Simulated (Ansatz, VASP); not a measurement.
Two plane-wave programs on Ca

```xyz
2
Lattice="3.3823 0.0000 0.0000 -1.6912 2.9292 0.0000 0.0000 0.0000 6.4452" Properties=species:S:1:pos:R:3 pbc="T T T"
Ca    0.0000    1.9528    1.6113
Ca    1.6912    0.9764    4.8339
```

Alike in both runs: task single point; functional PBEsol; k mesh 6 × 6 × 4; occupations gaussian, width 0.1 eV; no spin polarisation.

|  | VASP | Ansatz |
| --- | --- | --- |
| version | VASP 6.6.1 | Ansatz 0.2.0 |
| potentials or method | VASP PAW PBE potentials, release 64 (Ca_sv), cutoff 500 eV | scalar-relativistic, plane waves, PAW |
| valence electrons in the cell | 20 | 20 |

|  | VASP | Ansatz | Ansatz less VASP |
| --- | --- | --- | --- |
| gap on the k mesh at the Fermi level (eV) | none | none | - |
| pressure (GPa) | 6.2 | 6.2 | -0.01 |
| traceless stress, the component that is largest in VASP (GPa) | -5.89 | -5.89 | -0.001 |

VASP's potentials were made for PBE, not for PBEsol. A gap of «none» marks a metal or a gap that the smearing closes.
